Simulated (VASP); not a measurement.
# Li2S (Fm-3m) in VASP: further runs

The runs below take Li2S through single point, relaxation of cell and atoms, with HF, HSE06, PBE, LDA.

Everything below comes from runs of VASP 6.6.1. Logs are shortened: lines on timing, memory, paths and dates and some standing lists are left out, and cuts for length are marked.

### 1 The cell of the first run

The structure is cubic, space group Fm-3m (No. 225). The conventional cell has a = 5.691 Å, b = 5.691 Å, c = 5.691 Å, α = 90.00°, β = 90.00°, γ = 90.00°. Within 3.3 Å of Li (site symmetry -43m) lie 4 S at 2.46 Å and 6 Li at 2.85 Å. S (site symmetry m-3m) has 8 Li at 2.46 Å within 3.3 Å.

### 2 Single point, HF

Contents of POSCAR:

```
Li2S
1.0
    0.0000000000      2.8452944194      2.8452944194
    2.8452944194      0.0000000000      2.8452944194
    2.8452944194      2.8452944194      0.0000000000
Li S
2 1
Direct
    0.2500000000      0.2500000000      0.2500000000
    0.7500000000      0.7500000000      0.7500000000
    0.0000000000      0.0000000000      0.0000000000
```

Contents of INCAR.step1:

```
SYSTEM = Li2S
ALGO = Normal
EDIFF = 1E-5
ENCUT = 650
GGA = PE
GGA_COMPAT = .False.
ISIF = 2
ISMEAR = 0
LASPH = .True.
LCHARG = .False.
LREAL = .False.
LWAVE = .True.
NBANDS = 13
NELM = 120
PREC = Accurate
SIGMA = 0.01
```

Contents of INCAR.step2:

```
SYSTEM = Li2S
AEXX = 1.0
AGGAC = 0.0
ALDAC = 0.0
ALGO = Normal
EDIFF = 1E-6
ENCUT = 650
GGA = PE
GGA_COMPAT = .False.
ISIF = 2
ISMEAR = 0
ISTART = 1
LASPH = .True.
LCHARG = .False.
LHFCALC = .True.
LREAL = .False.
LWAVE = .False.
NBANDS = 13
NELM = 120
PREC = Accurate
PRECFOCK = Normal
SIGMA = 0.01
```

Contents of KPOINTS:

```
k-points
0
Gamma
  6 6 6
  0 0 0
```

Potentials or basis: VASP PAW PBE potentials, release 64 (Li_sv, S).

Run with:

```console
> cat potpaw_PBE.64/Li_sv/POTCAR potpaw_PBE.64/S/POTCAR > POTCAR
> cp INCAR.step1 INCAR
> mpirun -np 1 vasp_std > vasp.out
> cp INCAR.step2 INCAR
> mpirun -np 1 vasp_std > vasp.out
```

OUTCAR:

```text
SYSTEM = Li2S
   AEXX = 1.0
   EDIFF = 1E-6
   ENCUT = 650
   GGA = PE
   ISIF = 2
   ISMEAR = 0
   ISTART = 1
   LASPH = .True.
   LHFCALC = .True.
   LREAL = .False.
   NELM = 120
   PREC = Accurate
   PRECFOCK = Normal

 ion  position               nearest neighbor table
   1  0.250  0.250  0.250-   3 2.46   3 2.46   3 2.46   3 2.46
   2  0.750  0.750  0.750-   3 2.46   3 2.46   3 2.46   3 2.46
   3  0.000  0.000  0.000-   2 2.46   2 2.46   2 2.46   1 2.46   2 2.46   1 2.46   1 2.46   1 2.46

  LATTYP: Found a face centered cubic cell.
 ALAT       =     5.6905888388

  Lattice vectors:

 A1 = (   0.0000000000,   2.8452944194,   2.8452944194)
 A2 = (   2.8452944194,   0.0000000000,   2.8452944194)
 A3 = (   2.8452944194,   2.8452944194,   0.0000000000)

Analysis of symmetry for initial positions (statically):
=====================================================================
 Subroutine PRICEL returns:
 Original cell was already a primitive cell.

 Routine SETGRP: Setting up the symmetry group for a
 face centered cubic supercell.

 Subroutine GETGRP returns: Found 48 space group operations
 (whereof 48 operations were pure point group operations)
 out of a pool of 48 trial point group operations.

The static configuration has the point symmetry O_h .

Analysis of symmetry for dynamics (positions and initial velocities):
=====================================================================
 Subroutine PRICEL returns:
 Original cell was already a primitive cell.

 Routine SETGRP: Setting up the symmetry group for a
 face centered cubic supercell.

 Subroutine GETGRP returns: Found 48 space group operations
 (whereof 48 operations were pure point group operations)
 out of a pool of 48 trial point group operations.

The dynamic configuration has the point symmetry O_h .

 Subroutine INISYM returns: Found 48 space group operations
 (whereof 48 operations are pure point group operations),
 and found     1 'primitive' translations

----------------------------------------------------------------------------------------

                                     Primitive cell

  volume of cell :      46.0693

  direct lattice vectors                    reciprocal lattice vectors
     0.000000000  2.845294419  2.845294419    -0.175728739  0.175728739  0.175728739
     2.845294419  0.000000000  2.845294419     0.175728739 -0.175728739  0.175728739
     2.845294419  2.845294419  0.000000000     0.175728739  0.175728739 -0.175728739

  length of vectors
[... 95 lines left out ...]
     AMIX_MAG =   1.60;   BMIX_MAG =  1.00
  volume/ion in A,a.u.               =      15.36       103.63
  Fermi-wavevector in a.u.,A,eV,Ry     =   1.045518  1.975742 14.872626  1.093107
  Thomas-Fermi vector in A             =   2.180317
   LORBIT       =      0    0 simple, 1 ext, 2 COOP (PROOUT), +10 PAW based schemes
   GGA     = PE    functional components
   LHFCALC =     T    Hartree Fock is set to
   PRECFOCK=normal    Normal, Fast or Accurate (Low or Medium for compatibility)
   ENCUT4O =  -1.0   cutoff for four orbital integrals eV
   NKREDX  =     1    reduce k-point grid by
   NKREDY  =     1    reduce k-point grid by
   NKREDZ  =     1    reduce k-point grid by
   AEXX    =    1.0000 exact exchange contribution
   HFSCREEN=    0.0000 screening length (either q_TF or 0.3 A-1)
   HFSCREENC=   0.0000 screening length for correlation (either q_TF or 0.3 A-1)
   ENCUTFOCK=  -1.0 apply spherical cutoff to Coloumb kernel
   IVDW    =     0    specifies the selected vdW correction
   LEPSILON=     F    determine dielectric tensor
   LRPA    =     F    only Hartree local field effects (RPA)
 non-spin polarized calculation
 Gauss-broadening in eV      SIGMA  =   0.01
  energy-cutoff  :      650.00
  volume of cell :       46.07
 maximum number of plane-waves:      1759
 NGX is ok and might be reduce to    36
  NGX = 28; NGY = 28; NGZ = 28

 number of electron      11.9999998 magnetization

 Free energy of the ion-electron system (eV)
  ---------------------------------------------------
  ext. energy  EPLUGINS =         0.00000000
  ---------------------------------------------------
  free energy    TOTEN  =       -19.85273120 eV

  energy without entropy =      -19.85273120  energy(sigma->0) =      -19.85273120

 E-fermi :  -1.6547     XC(G=0):   0.0000

 val. band max:       -1.7801578388   @ k =   0.0000   0.0000   0.0000
 cond. band min:       8.6929830907   @ k =   0.5000   0.5000   0.0000
 fundamental gap:     10.4731409296
 Fermi energy:        -1.6546784893

 k-point     1 :       0.0000    0.0000    0.0000
  band No.  band energies     occupation
      1     -58.3950      2.00000
      2     -58.3487      2.00000
      3     -17.4414      2.00000
      4      -1.7802      2.00000
      5      -1.7802      2.00000
      6      -1.7802      2.00000
      7      10.0616      0.00000
      8      12.3557      0.00000
      9      12.3557      0.00000
     10      12.3557      0.00000
     11      17.9846      0.00000
     12      17.9846      0.00000
     13      19.1479      0.00000
[... 226 lines left out ...]
  band No.  band energies     occupation
      1     -58.3737      2.00000
      2     -58.3649      2.00000
      3     -16.5420      2.00000
      4      -4.6132      2.00000
      5      -4.0000      2.00000
      6      -3.8968      2.00000
      7      10.1774      0.00000
      8      14.2555      0.00000
      9      14.9484      0.00000
     10      16.9796      0.00000
     11      18.7936      0.00000
     12      19.8658      0.00000
     13      20.0610      0.00000

------------------------ aborting loop because EDIFF is reached ----------------------------------------

  FORCE on cell =-STRESS in cart. coord.  units (eV):
  Direction    XX          YY          ZZ          XY          YZ          ZX
  --------------------------------------------------------------------------------------
  -------------------------------------------------------------------------------------
  Total        0.5386910      0.5386910      0.5386910     -0.0000000     -0.0000000      0.0000000
  in kB       18.7343519     18.7343519     18.7343519     -0.0000000     -0.0000000      0.0000000
  external PRESSURE =      18.7343519 kB  Pullay stress =       0.0000000 kB

 VOLUME and BASIS-vectors are now :
 -----------------------------------------------------------------------------
  energy-cutoff  :      650.00
  volume of cell :       46.07
      direct lattice vectors                 reciprocal lattice vectors
     0.000000000  2.845294419  2.845294419    -0.175728739  0.175728739  0.175728739
     2.845294419  0.000000000  2.845294419     0.175728739 -0.175728739  0.175728739
     2.845294419  2.845294419  0.000000000     0.175728739  0.175728739 -0.175728739

 POSITION                                       TOTAL-FORCE (eV/Angst)
 -----------------------------------------------------------------------------------
      1.42265      1.42265      1.42265         0.000000      0.000000      0.000000
      4.26794      4.26794      4.26794        -0.000000     -0.000000     -0.000000
      0.00000      0.00000      0.00000         0.000000     -0.000000     -0.000000
 -----------------------------------------------------------------------------------
    total drift:                                0.000000      0.000000      0.000000

  FREE ENERGIE OF THE ION-ELECTRON SYSTEM (eV)
  ---------------------------------------------------
  free  energy   TOTEN  =       -19.8527311977 eV

  energy  without entropy=      -19.8527311977  energy(sigma->0) =      -19.85273120
```

OUTCAR.step1:

```text
SYSTEM = Li2S
   EDIFF = 1E-5
   ENCUT = 650
   GGA = PE
   ISIF = 2
   ISMEAR = 0
[... 471 lines left out ...]
      1.42265      1.42265      1.42265         0.000000      0.000000      0.000000
      4.26794      4.26794      4.26794        -0.000000      0.000000     -0.000000
      0.00000      0.00000      0.00000        -0.000000     -0.000000      0.000000
 -----------------------------------------------------------------------------------
    total drift:                                0.000000      0.000000      0.000000

  FREE ENERGIE OF THE ION-ELECTRON SYSTEM (eV)
  ---------------------------------------------------
  free  energy   TOTEN  =       -11.9948948865 eV

  energy  without entropy=      -11.9948948865  energy(sigma->0) =      -11.99489489
```

It took 34 min on 1 thread of Intel Xeon Platinum 8375C at 2.90GHz (Ice Lake), shared host; peak memory 0.23 GiB.

Results:

| Item | Value |
| --- | --- |
| Free energy | -19.8527 eV |
| Pressure | 1.9 GPa |
| Band gap on the k mesh | 10.47 eV (least direct gap 11.84 eV) |

Caveat: the PAW data sets were made with another functional, which shifts forces and pressure a little. A k mesh can miss the band edges.

### 3 Relaxation of cell and atoms, HSE06

POSCAR is that of step 2.

Contents of INCAR.step1:

```
SYSTEM = Li2S
PREC = Accurate
ENCUT = 750
EDIFF = 1E-5
ISMEAR = -1
SIGMA = 0.02
LREAL = .False.
LASPH = .True.
NELM = 120
ALGO = Normal
LWAVE = .True.
LCHARG = .False.
GGA = PE
NBANDS = 13
GGA_COMPAT = .False.
IBRION = 2
ISIF = 3
EDIFFG = -0.005
NELMIN = 4
NSW = 100
KPAR = 4
```

Contents of INCAR.step2:

```
SYSTEM = Li2S
PREC = Accurate
ENCUT = 750
EDIFF = 1E-7
ISMEAR = -1
SIGMA = 0.02
LREAL = .False.
LASPH = .True.
NELM = 120
ALGO = Normal
ISIF = 3
LWAVE = .False.
LCHARG = .False.
GGA = PE
LHFCALC = .True.
HFSCREEN = 0.2079
PRECFOCK = Normal
IBRION = 2
NSW = 80
EDIFFG = -0.005
ISTART = 1
GGA_COMPAT = .False.
NELMIN = 4
KPAR = 4
```

Contents of KPOINTS:

```
regular mesh
0
Gamma
  6 6 6
  0 0 0
```

Potentials or basis: VASP PAW PBE potentials, release 64 (Li_sv, S).

Run with:

```console
> cat potpaw_PBE.64/Li_sv/POTCAR potpaw_PBE.64/S/POTCAR > POTCAR
> cp INCAR.step1 INCAR
> mpirun -np 4 vasp_std > vasp.out
> cp INCAR.step2 INCAR
> mpirun -np 4 vasp_std > vasp.out
```

Wall time 13 min (4 MPI ranks of Intel Xeon 6975P-C (Granite Rapids), shared host); peak memory 0.32 GiB.

It converged, with:

| Property | Result |
| --- | --- |
| Free energy | -13.5189 eV |
| Relaxed volume | 15.16 Å³/atom |
| Relaxed cell | a = 4.007 Å, b = 4.007 Å, c = 4.007 Å, α = 60.00°, β = 60.00°, γ = 60.00° |
| Space group after relaxing (to 0.1 Å) | Fm-3m (No. 225) |
| Energy gained by relaxing | 0.3 meV/atom |
| Ionic steps | 4 |
| Pressure after relaxing | 0.0 GPa |
| Band gap on the k mesh | 4.32 eV (least direct gap 5.41 eV) |

Step by step:
| step | energy change (eV) | largest force (eV/Å) | pressure (GPa) | volume (Å³) |
| --- | --- | --- | --- | --- |
| 1 | 0.0000 | 0.0000 | -0.54 | 46.07 |
| 2 | -0.0008 | 0.0000 | -0.23 | 45.72 |
| 3 | -0.0008 | 0.0000 | 0.17 | 45.30 |
| 4 | -0.0010 | 0.0000 | 0.01 | 45.49 |

Final structure:
```xyz
3
Lattice="0.0000 2.8332 2.8332 2.8332 0.0000 2.8332 2.8332 2.8332 0.0000" Properties=species:S:1:pos:R:3 pbc="T T T"
Li    1.4166    1.4166    1.4166
Li    4.2498    4.2498    4.2498
S     0.0000    0.0000    0.0000
```

Levels at points of the mesh, in eV from the valence-band top:
```tsv
k point	band 4	band 5	band 6	band 7	band 8	band 9
(0.00, 0.00, 0.00)	0.00	0.00	0.00	5.41	7.40	7.40
(0.50, 0.00, 0.00)	-3.21	-0.56	-0.56	7.33	7.73	7.73
(0.50, 0.50, 0.00)	-2.44	-1.57	-1.57	4.32	8.28	12.66
```

Caveat: the PAW data sets were made with another functional, which shifts forces and pressure a little. A k mesh can miss the band edges.

### 4 Single point, PBE

Contents of INCAR:

```
SYSTEM = Li2S
PREC = Accurate ; ENCUT = 750
EDIFF = 1E-6 ; ISMEAR = 0
SIGMA = 0.01 ; LREAL = .False.
LASPH = .True. ; NELM = 120
ALGO = Normal ; ISIF = 2
LWAVE = .False. ; LCHARG = .False.
GGA = PE ; NBANDS = 13
GGA_COMPAT = .False.
```

Contents of KPOINTS:

```
Automatic mesh
0
Gamma
  4 4 4
  0 0 0
```

POSCAR is that of step 3.

Run with:

```console
> cat potpaw_PBE.64/Li_sv/POTCAR potpaw_PBE.64/S/POTCAR > POTCAR
> mpirun -np 1 vasp_std > vasp.out
```

Wall time 13 s (1 thread of Intel Xeon 8259CL, shared host); peak memory 0.19 GiB.

The run converged. Its results:

```
Free energy            : -11.9865 eV
Pressure               : 0.3 GPa
Band gap on the k mesh : 3.38 eV (least direct gap 4.29 eV)
```

Levels at points of the mesh, in eV from the valence-band top:
| k point | band 2 | band 3 | band 4 | band 5 | band 6 | band 7 | band 8 | band 9 | band 10 | band 11 |
| --- | --- | --- | --- | --- | --- | --- | --- | --- | --- | --- |
| (0.00, 0.00, 0.00) | -44.13 | -11.03 | 0.00 | 0.00 | 0.00 | 4.29 | 6.23 | 6.23 | 6.23 | 11.19 |
| (0.50, 0.00, 0.00) | -44.15 | -10.60 | -2.89 | -0.51 | -0.51 | 6.12 | 6.57 | 6.57 | 8.43 | 12.83 |
| (0.50, 0.50, 0.00) | -44.14 | -10.47 | -2.18 | -1.43 | -1.43 | 3.38 | 7.09 | 11.12 | 11.12 | 12.14 |

Caveat: the k points lie up to 0.48 Å⁻¹ apart.

### 5 Single point, PBE

Contents of INCAR:

```
PREC = Accurate ; ENCUT = 750
EDIFF = 1E-6 ; ISMEAR = 0
SIGMA = 0.01 ; LREAL = F
LASPH = T ; NELM = 120
ALGO = Normal ; ISIF = 2
LWAVE = F ; LCHARG = F
GGA = PE ; NBANDS = 13
GGA_COMPAT = F
```

Contents of KPOINTS:

```
regular mesh
0
Gamma
  4 4 4
```

POSCAR is that of step 4.

Potentials or basis: VASP PAW PBE potentials, release 64 (Li_sv, S).

Run with:

```console
> cat potpaw_PBE.64/Li_sv/POTCAR potpaw_PBE.64/S/POTCAR > POTCAR
> mpirun -np 1 vasp_std > vasp.out
```

OUTCAR:

```text
PREC = Accurate
   ENCUT = 750
   EDIFF = 1E-6
   ISMEAR = 0
   LREAL = F
   LASPH = T
   NELM = 120
   ISIF = 2
   GGA = PE

 ion  position               nearest neighbor table
   1  0.250  0.250  0.250-   3 2.46   3 2.46   3 2.46   3 2.46
   2  0.750  0.750  0.750-   3 2.46   3 2.46   3 2.46   3 2.46
   3  0.000  0.000  0.000-   2 2.46   2 2.46   2 2.46   1 2.46   2 2.46   1 2.46   1 2.46   1 2.46

  LATTYP: Found a face centered cubic cell.
 ALAT       =     5.6905888388

  Lattice vectors:

 A1 = (   0.0000000000,   2.8452944194,   2.8452944194)
 A2 = (   2.8452944194,   0.0000000000,   2.8452944194)
 A3 = (   2.8452944194,   2.8452944194,   0.0000000000)

Analysis of symmetry for initial positions (statically):
=====================================================================
 Subroutine PRICEL returns:
 Original cell was already a primitive cell.

 Routine SETGRP: Setting up the symmetry group for a
 face centered cubic supercell.

 Subroutine GETGRP returns: Found 48 space group operations
[... 162 lines left out ...]
      4       1.4935      2.00000
      5       1.4935      2.00000
      6       1.4935      2.00000
      7       5.7806      0.00000
      8       7.7211      0.00000
      9       7.7211      0.00000
     10       7.7211      0.00000
     11      12.6800      0.00000
     12      12.6800      0.00000
     13      13.9364      0.00000
[... 98 lines left out ...]
  band No.  band energies     occupation
      1     -42.6573      2.00000
      2     -42.6573      2.00000
      3      -8.9654      2.00000
      4      -0.3407      2.00000
      5      -0.3407      2.00000
      6      -0.2741      2.00000
      7       6.9735      0.00000
      8       8.7937      0.00000
      9      10.3947      0.00000
     10      10.3947      0.00000
     11      13.4393      0.00000
     12      13.4393      0.00000
     13      14.1524      0.00000

------------------------ aborting loop because EDIFF is reached ----------------------------------------

  FORCE on cell =-STRESS in cart. coord.  units (eV):
  Direction    XX          YY          ZZ          XY          YZ          ZX
  --------------------------------------------------------------------------------------
  -------------------------------------------------------------------------------------
  Total        0.0719647      0.0719647      0.0719647     -0.0000000     -0.0000000      0.0000000
  in kB        2.5027554      2.5027554      2.5027554     -0.0000000     -0.0000000      0.0000000
  external PRESSURE =       2.5027554 kB  Pullay stress =       0.0000000 kB

 VOLUME and BASIS-vectors are now :
 -----------------------------------------------------------------------------
  energy-cutoff  :      750.00
  volume of cell :       46.07
      direct lattice vectors                 reciprocal lattice vectors
     0.000000000  2.845294419  2.845294419    -0.175728739  0.175728739  0.175728739
     2.845294419  0.000000000  2.845294419     0.175728739 -0.175728739  0.175728739
     2.845294419  2.845294419  0.000000000     0.175728739  0.175728739 -0.175728739

 POSITION                                       TOTAL-FORCE (eV/Angst)
 -----------------------------------------------------------------------------------
      1.42265      1.42265      1.42265        -0.000000     -0.000000      0.000000
      4.26794      4.26794      4.26794         0.000000      0.000000     -0.000000
      0.00000      0.00000      0.00000        -0.000000      0.000000     -0.000000
 -----------------------------------------------------------------------------------
    total drift:                                0.000000      0.000000      0.000000

  FREE ENERGIE OF THE ION-ELECTRON SYSTEM (eV)
  ---------------------------------------------------
  free  energy   TOTEN  =       -11.9865282260 eV

  energy  without entropy=      -11.9865282260  energy(sigma->0) =      -11.98652823
```

stdout:

```text
POSCAR found type information on POSCAR LiS
 POSCAR found :  2 types and       3 ions
 scaLAPACK will be used
 LDA part: xc-table for (Slater+PW92), standard interpolation
 POSCAR, INCAR and KPOINTS ok, starting setup
 FFT: planning ... GRIDC
 FFT: planning ... GRID_SOFT
 FFT: planning ... GRID
 WAVECAR not read
 entering main loop
```

Run time: 13 s. Hardware: 1 thread of Intel Xeon 8259CL, shared host; peak memory 0.19 GiB.

Results:

```yaml
Free_energy: -11.9865 eV
Pressure: 0.3 GPa
Band_gap_on_the_k_mesh: 3.38 eV (least direct gap 4.29 eV)
```

Caveat: the k points lie up to 0.48 Å⁻¹ apart.

(Part 1 of 2 ends here.)
